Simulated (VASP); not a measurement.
# ZrN (Fm-3m) in VASP: further runs

The runs below take ZrN through electric field gradients, with PBEsol.

Everything below comes from runs of VASP 6.6.1. Logs are shortened: lines on timing, memory, paths and dates and some standing lists are left out, and cuts for length are marked.

### 1 The cell of the first run

The structure is cubic, space group Fm-3m (No. 225). The conventional cell has a = 4.568 Å, b = 4.568 Å, c = 4.568 Å, α = 90.00°, β = 90.00°, γ = 90.00°. Within 3.0 Å of Zr (site symmetry m-3m) lie 6 N at 2.28 Å. N (site symmetry m-3m) has 6 Zr at 2.28 Å within 3.0 Å.

### 2 Electric field gradients, PBEsol

The input, INCAR:

```
SYSTEM = ZrN
  PREC = Accurate
  ENCUT = 520
  EDIFF = 1E-8
  ISMEAR = -1
  SIGMA = 0.01
  LREAL = .FALSE.
  LASPH = .TRUE.
  NELM = 120
  ALGO = Normal
  ISIF = 2
  LWAVE = .FALSE.
  LCHARG = .FALSE.
  GGA = PS
  LEFG = .TRUE.
  NBANDS = 16
  GGA_COMPAT = .FALSE.
```

The input, KPOINTS:

```
Automatic mesh
0
G
  9 9 9
  0 0 0
```

The input, POSCAR:

```
ZrN
1.0
    0.0000000000      2.2842300000      2.2842300000
    2.2842300000      0.0000000000      2.2842300000
    2.2842300000      2.2842300000      0.0000000000
Zr N
1 1
Direct
    0.0000000000      0.0000000000      0.0000000000
    0.5000000000      0.5000000000      0.5000000000
```

Potentials or basis: VASP PAW PBE potentials, release 64 (Zr_sv, N).

Started as:

```console
> cat potpaw_PBE.64/Zr_sv/POTCAR potpaw_PBE.64/N/POTCAR > POTCAR
> mpirun -np 1 vasp_std > vasp.out
```

OUTCAR:

```text
SYSTEM = ZrN
   PREC = Accurate
   ENCUT = 520
   EDIFF = 1E-8
   ISMEAR = -1
   LREAL = .FALSE.
   LASPH = .TRUE.
   NELM = 120
   ISIF = 2
   GGA = PS

 ion  position               nearest neighbor table
   1  0.000  0.000  0.000-   2 2.28   2 2.28   2 2.28   2 2.28   2 2.28   2 2.28
   2  0.500  0.500  0.500-   1 2.28   1 2.28   1 2.28   1 2.28   1 2.28   1 2.28

  LATTYP: Found a face centered cubic cell.
 ALAT       =     4.5684600000

  Lattice vectors:

 A1 = (   0.0000000000,   2.2842300000,   2.2842300000)
 A2 = (   2.2842300000,   0.0000000000,   2.2842300000)
 A3 = (   2.2842300000,   2.2842300000,   0.0000000000)

Analysis of symmetry for initial positions (statically):
=====================================================================
 Subroutine PRICEL returns:
 Original cell was already a primitive cell.

 Routine SETGRP: Setting up the symmetry group for a
 face centered cubic supercell.

 Subroutine GETGRP returns: Found 48 space group operations
 (whereof 48 operations were pure point group operations)
 out of a pool of 48 trial point group operations.

The static configuration has the point symmetry O_h .

Analysis of symmetry for dynamics (positions and initial velocities):
=====================================================================
 Subroutine PRICEL returns:
 Original cell was already a primitive cell.

 Routine SETGRP: Setting up the symmetry group for a
 face centered cubic supercell.

 Subroutine GETGRP returns: Found 48 space group operations
 (whereof 48 operations were pure point group operations)
 out of a pool of 48 trial point group operations.

The dynamic configuration has the point symmetry O_h .

 Subroutine INISYM returns: Found 48 space group operations
 (whereof 48 operations are pure point group operations),
 and found     1 'primitive' translations

----------------------------------------------------------------------------------------

                                     Primitive cell

  volume of cell :      23.8369

  direct lattice vectors                    reciprocal lattice vectors
     0.000000000  2.284230000  2.284230000    -0.218892143  0.218892143  0.218892143
     2.284230000  0.000000000  2.284230000     0.218892143 -0.218892143  0.218892143
     2.284230000  2.284230000  0.000000000     0.218892143  0.218892143 -0.218892143

  length of vectors
     3.230389046  3.230389046  3.230389046     0.379132313  0.379132313  0.379132313

  position of ions in fractional coordinates (direct lattice)
     0.000000000  0.000000000  0.000000000
     0.500000000  0.500000000  0.500000000

  ion indices of the primitive-cell ions
   primitive index   ion index
                 1           1
                 2           2

----------------------------------------------------------------------------------------

 KPOINTS: Automatic mesh

Automatic generation of k-mesh.
 Grid dimensions read from file:
 generate k-points for:    9    9    9

 Generating k-lattice:

  Cartesian coordinates                     Fractional coordinates (reciprocal lattice)
    -0.024321349  0.024321349  0.024321349     0.111111111  0.000000000  0.000000000
     0.024321349 -0.024321349  0.024321349     0.000000000  0.111111111  0.000000000
     0.024321349  0.024321349 -0.024321349     0.000000000  0.000000000  0.111111111

  Length of vectors
     0.042125813  0.042125813  0.042125813

  Shift w.r.t. Gamma in fractional coordinates (k-lattice)
     0.000000000  0.000000000  0.000000000

 Subroutine IBZKPT returns following result:
 ===========================================

 Found     35 irreducible k-points:

 Following reciprocal coordinates:
            Coordinates               Weight
  0.000000  0.000000  0.000000      1.000000
  0.111111  0.000000  0.000000      8.000000
  0.222222  0.000000  0.000000      8.000000
  0.333333  0.000000  0.000000      8.000000
  0.444444  0.000000  0.000000      8.000000
  0.111111  0.111111  0.000000      6.000000
[... 16 lines left out ...]
 -0.333333  0.333333  0.000000     12.000000
  0.444444  0.444444  0.000000      6.000000
 [... further k-points ...]
   k-points           NKPTS =     35   k-points in BZ     NKDIM =     35   number of bands    NBANDS=     16
   number of dos      NEDOS =    301   number of ions     NIONS =      2
   total plane-waves  NPLWV =  13824
   dimension x,y,z NGX =    24 NGY =   24 NGZ =   24
   dimension x,y,z NGXF=    48 NGYF=   48 NGZF=   48
   ions per type =               1   1
   NGX,Y,Z   is equivalent  to a cutoff of  12.35, 12.35, 12.35 a.u.
   NGXF,Y,Z  is equivalent  to a cutoff of  24.70, 24.70, 24.70 a.u.
 SYSTEM =  ZrN
   PREC   = accura    normal or accurate (medium, high low for compatibility)
   ISTART =      0    job   : 0-new  1-cont  2-samecut
   ICHARG =      2    charge: 1-file 2-atom 10-const
   ISPIN  =      1    spin polarized calculation?
   LNONCOLLINEAR =      F non collinear calculations
   LSORBIT =      F    spin-orbit coupling
   LASPH  =      T    aspherical Exc in radial PAW
   ENCUT  =  520.0 eV  38.22 Ry    6.18 a.u.   6.01  6.01  6.01*2*pi/ulx,y,z
   NELM   =    120;   NELMIN=  2; NELMDL= -5     # of ELM steps
   EDIFF  = 0.1E-07   stopping-criterion for ELM
   LREAL  =      F    real-space projection
   EDIFFG = 0.1E-06   stopping-criterion for IOM
   NSW    =      0    number of steps for IOM
   IBRION =     -1    ionic relax: 0-MD 1-quasi-New 2-CG
   NFREE  =      0    steps in history (QN), initial steepest desc. (CG)
   ISIF   =      2    stress and relaxation
   ISYM   =      2    0-nonsym 1-usesym 2-fastsym
   POTIM  = 0.5000    time-step for ionic-motion
   TEBEG  =    0.0;   TEEND  =   0.0 temperature during run
   PSTRESS=    0.0 pullay stress
   NELECT =      17.0000    total number of electrons
   NUPDOWN=      -1.0000    fix difference up-down
   EMIN   =  10.00;   EMAX   =-10.00  energy-range for DOS
   EFERMI =   0.00;   METHOD = LEGACY
   ISMEAR =    -1;   SIGMA  =   0.01  broadening in eV -4-tet -1-fermi 0-gaus
   EFERMI_NEDOS =   21; number of points for ismear=-14 and -15
   IALGO  =     38    algorithm
   IMIX   =      4    mixing-type and parameters
     AMIX     =   0.40;   BMIX     =  1.00
     AMIX_MAG =   1.60;   BMIX_MAG =  1.00
  volume/ion in A,a.u.               =      11.92        80.43
  Fermi-wavevector in a.u.,A,eV,Ry     =   1.462653  2.764013 29.107676  2.139354
  Thomas-Fermi vector in A             =   2.578841
   LORBIT       =      0    0 simple, 1 ext, 2 COOP (PROOUT), +10 PAW based schemes
   GGA     = PS    functional components
   LHFCALC =     F    Hartree Fock is set to
   AEXX    =    0.0000 exact exchange contribution
   IVDW    =     0    specifies the selected vdW correction
   LEPSILON=     F    determine dielectric tensor
   LRPA    =     F    only Hartree local field effects (RPA)
 non-spin polarized calculation
  energy-cutoff  :      520.00
  volume of cell :       23.84
 maximum number of plane-waves:       652
   NGX = 13   NGY = 13   NGZ = 13

 number of electron      16.9999999 magnetization

 Free energy of the ion-electron system (eV)
  ---------------------------------------------------
  ext. energy  EPLUGINS =         0.00000000
  ---------------------------------------------------
  free energy    TOTEN  =       -21.55330238 eV

  energy without entropy =      -21.55237037  energy(sigma->0) =      -21.55283638

 E-fermi :  11.9215     XC(G=0): -12.7364

 val. band max:       11.8965698919   @ k =   0.1111   0.0000   0.0000
 cond. band min:      11.9296343060   @ k =   0.4444   0.2222   0.1111
 fundamental gap:      0.0330644141
 Fermi energy:        11.9214852651

 k-point     1 :       0.0000    0.0000    0.0000
  band No.  band energies     occupation
      1     -37.4590      2.00000
      2     -15.0971      2.00000
      3     -15.0971      2.00000
      4     -15.0971      2.00000
      5      -4.2955      2.00000
      6       9.3060      2.00000
[... 8 lines left out ...]
     15      21.0845      0.00000
     16      34.6952      0.00000

 k-point     2 :       0.1111    0.0000    0.0000
  band No.  band energies     occupation
      1     -37.4416      2.00000
      2     -15.2571      2.00000
      3     -15.1087      2.00000
      4     -15.1087      2.00000
      5      -4.0390      2.00000
      6       8.3491      2.00000
[... 8 lines left out ...]
     15      21.9145      0.00000
     16      32.3104      0.00000

 k-point     3 :       0.2222    0.0000    0.0000
  band No.  band energies     occupation
      1     -37.3972      2.00000
      2     -15.6397      2.00000
      3     -15.1382      2.00000
      4     -15.1382      2.00000
      5      -3.3888      2.00000
      6       6.6931      2.00000
[... 8 lines left out ...]
     15      23.7188      0.00000
     16      29.7940      0.00000

 k-point     4 :       0.3333    0.0000    0.0000
  band No.  band energies     occupation
      1     -37.3461      2.00000
      2     -16.0425      2.00000
      3     -15.1712      2.00000
      4     -15.1712      2.00000
      5      -2.6215      2.00000
      6       5.2255      2.00000
[... 8 lines left out ...]
     15      24.5255      0.00000
     16      26.8148      0.00000

 k-point     5 :       0.4444    0.0000    0.0000
  band No.  band energies     occupation
      1     -37.3125      2.00000
      2     -16.2904      2.00000
      3     -15.1926      2.00000
      4     -15.1926      2.00000
      5      -2.0775      2.00000
      6       4.3383      2.00000
[... 8 lines left out ...]
     15      24.5843      0.00000
     16      24.5843      0.00000

 k-point     6 :       0.1111    0.1111    0.0000
  band No.  band energies     occupation
      1     -37.4359      2.00000
      2     -15.2490      2.00000
      3     -15.1418      2.00000
      4     -15.1418      2.00000
      5      -3.9775      2.00000
      6       7.6654      2.00000
[... 8 lines left out ...]
     15      22.1813      0.00000
     16      32.0261      0.00000
[... 267 lines left out ...]
 k-point    21 :       0.4444    0.3333    0.0000
  band No.  band energies     occupation
      1     -37.2818      2.00000
      2     -15.9890      2.00000
      3     -15.4755      2.00000
      4     -15.4114      2.00000
      5      -3.4341      2.00000
      6       6.6102      2.00000
[... 8 lines left out ...]
     15      23.5493      0.00000
     16      27.1017      0.00000

 k-point    22 :      -0.4444    0.3333    0.0000
  band No.  band energies     occupation
      1     -37.2665      2.00000
      2     -15.9761      2.00000
      3     -15.6604      2.00000
      4     -15.3860      2.00000
      5      -3.2259      2.00000
      6       6.5334      2.00000
[... 8 lines left out ...]
     15      22.8633      0.00000
     16      25.8283      0.00000

 k-point    23 :      -0.3333    0.3333    0.0000
  band No.  band energies     occupation
      1     -37.2713      2.00000
      2     -15.9003      2.00000
      3     -15.7955      2.00000
      4     -15.3155      2.00000
      5      -2.8780      2.00000
      6       5.7579      2.00000
[... 8 lines left out ...]
     15      23.2474      0.00000
     16      23.5665      0.00000

 k-point    24 :       0.4444    0.4444    0.0000
  band No.  band energies     occupation
      1     -37.2658      2.00000
      2     -16.0518      2.00000
      3     -15.4622      2.00000
      4     -15.4622      2.00000
      5      -3.7092      2.00000
      6       7.2038      2.00000
[... 8 lines left out ...]
     15      22.4982      0.00000
     16      27.7072      0.00000

 [... further k-points ...]
[... 5 lines left out ...]
  --------------------------------------------------------------------------------------
  -------------------------------------------------------------------------------------
  Total       -0.3625572     -0.3625572     -0.3625572     -0.0000000      0.0000000      0.0000000
  in kB      -24.3689953    -24.3689953    -24.3689953     -0.0000000      0.0000000      0.0000000
  external PRESSURE =     -24.3689953 kB  Pullay stress =       0.0000000 kB

 VOLUME and BASIS-vectors are now :
 -----------------------------------------------------------------------------
  energy-cutoff  :      520.00
  volume of cell :       23.84
      direct lattice vectors                 reciprocal lattice vectors
     0.000000000  2.284230000  2.284230000    -0.218892143  0.218892143  0.218892143
     2.284230000  0.000000000  2.284230000     0.218892143 -0.218892143  0.218892143
     2.284230000  2.284230000  0.000000000     0.218892143  0.218892143 -0.218892143

 POSITION                                       TOTAL-FORCE (eV/Angst)
 -----------------------------------------------------------------------------------
      0.00000      0.00000      0.00000         0.000000      0.000000     -0.000000
      2.28423      2.28423      2.28423        -0.000000     -0.000000      0.000000
 -----------------------------------------------------------------------------------
    total drift:                                0.000000     -0.000000     -0.000000

  FREE ENERGIE OF THE ION-ELECTRON SYSTEM (eV)
  ---------------------------------------------------
  free  energy   TOTEN  =       -21.5533023829 eV

  energy  without entropy=      -21.5523703698  energy(sigma->0) =      -21.55283638

 Electric field gradients (V/A^2)
---------------------------------------------------------------------
 ion       V_xx      V_yy      V_zz      V_xy      V_xz      V_yz
---------------------------------------------------------------------
   1      -0.000     0.000    -0.000    -0.000    -0.000    -0.000
   2       0.000    -0.000     0.000     0.001     0.001     0.001
---------------------------------------------------------------------

 Electric field gradients after diagonalization (V/A^2)
 (convention: |V_zz| > |V_xx| > |V_yy|)
----------------------------------------------------------------------
 ion       V_xx      V_yy      V_zz     asymmetry (V_yy - V_xx)/ V_zz
----------------------------------------------------------------------
   1       0.000     0.000    -0.000       0.000
   2      -0.001    -0.001     0.003       0.000
----------------------------------------------------------------------

           NMR quadrupolar parameters

 Cq : quadrupolar parameter    Cq=e*Q*V_zz/h
 eta: asymmetry parameters     (V_yy - V_xx)/ V_zz
 Q  : nuclear electric quadrupole moment in mb (millibarn)
----------------------------------------------------------------------
 ion       Cq(MHz)       eta       Q (mb)
----------------------------------------------------------------------
   1      -0.000       0.000       1.000
   2       0.000       0.000       1.000
----------------------------------------------------------------------
```

It took 17 s on 1 thread of Intel Xeon 8259CL, shared host; peak memory 0.14 GiB.

What came out:

```
Free energy                             : -21.5533 eV
Pressure                                : -2.4 GPa
Band gap on the k mesh                  : zero (an odd number of electrons rules out a gap without spin polarisation)
Largest electric field gradient by atom : zero within the noise of the run
```

Caveat: the PAW data sets were made with another functional, which shifts forces and pressure a little.

(Continued in part 2 of 3.)
